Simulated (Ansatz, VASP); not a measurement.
# Two plane-wave programs on CdS

POSCAR

```
CdS
1.0
    4.1370000000      0.0000000000      0.0000000000
   -2.0685000000      3.5827470955      0.0000000000
    0.0000000000      0.0000000000      6.7160000000
Cd S
2 2
Direct
    0.3333333333      0.6666666667      0.0000000000
    0.6666666667      0.3333333333      0.5000000000
    0.3333333333      0.6666666667      0.3770000000
    0.6666666667      0.3333333333      0.8770000000
```

INCAR.step1

```
SYSTEM = CdS
  PREC = Accurate
  ENCUT = 520
  ISMEAR = 0
  SIGMA = 0.1
  LREAL = .False.
  LASPH = .True.
  NELM = 60
  NBANDS = 26
  GGA = PE
  ALGO = Normal
  EDIFF = 1E-4
  LWAVE = .True.
  LCHARG = .False.
```

Contents of INCAR.step2:

```
SYSTEM = CdS
  PREC = Accurate
  ENCUT = 520
  EDIFF = 1E-6
  ISMEAR = 0
  SIGMA = 0.1
  LREAL = .False.
  LASPH = .True.
  NELM = 60
  ALGO = Normal
  ISIF = 2
  LWAVE = .False.
  LCHARG = .False.
  METAGGA = R2SCAN
  LMIXTAU = .True.
  NBANDS = 26
  ISTART = 1
```

KPOINTS

```
regular mesh
0
Gamma
  6 6 4
  0 0 0
```

Input for Ansatz:

```yaml
crystal:
  lattice:
    - [4.137, 0.0, 0.0]
    - [-2.0685, 3.5827470955, 0.0]
    - [0.0, 0.0, 6.716]
  atoms:
    - { symbol: Cd, position: [0.3333333333, 0.6666666667, 0.0] }
    - { symbol: Cd, position: [0.6666666667, 0.3333333333, 0.5] }
    - { symbol: S, position: [0.3333333333, 0.6666666667, 0.377] }
    - { symbol: S, position: [0.6666666667, 0.3333333333, 0.877] }
basis:
  ecutwfc: 600.0
kpoints:
  mp_grid: { grid: [6, 6, 4] }
hamiltonian:
  xc: r2scan
  pseudopotentials: { kind: paw, azcp: { folder: soft_1 } }
scf:
  occupations: { method: gaussian, width: 0.1 }
output:
  forces: true
  stress: true
  eigenvalues: true
```

Alike in both runs: task single point; functional r2SCAN; k mesh 6 × 6 × 4; occupations gaussian, width 0.1 eV; no spin polarisation.

|  | VASP | Ansatz |
| --- | --- | --- |
| version | VASP 6.6.1 | Ansatz 0.2.0 |
| potentials or method | VASP PAW PBE potentials, release 64 (Cd, S), cutoff 520 eV | scalar-relativistic, plane waves, PAW |
| valence electrons in the cell | 36 | 52 |

```csv
,VASP,Ansatz,Ansatz less VASP
gap on the k mesh at the Fermi level (eV),1.68,1.68,-0.001
least direct gap on the mesh (eV),1.68,1.68,-0.001
pressure (GPa),1.6,1.3,-0.31
```

VASP's potentials were made for PBE, not for r2SCAN. VASP's potentials hold 36 valence electrons a cell and Ansatz's 52, so a difference there can come from the potentials and not from the codes.
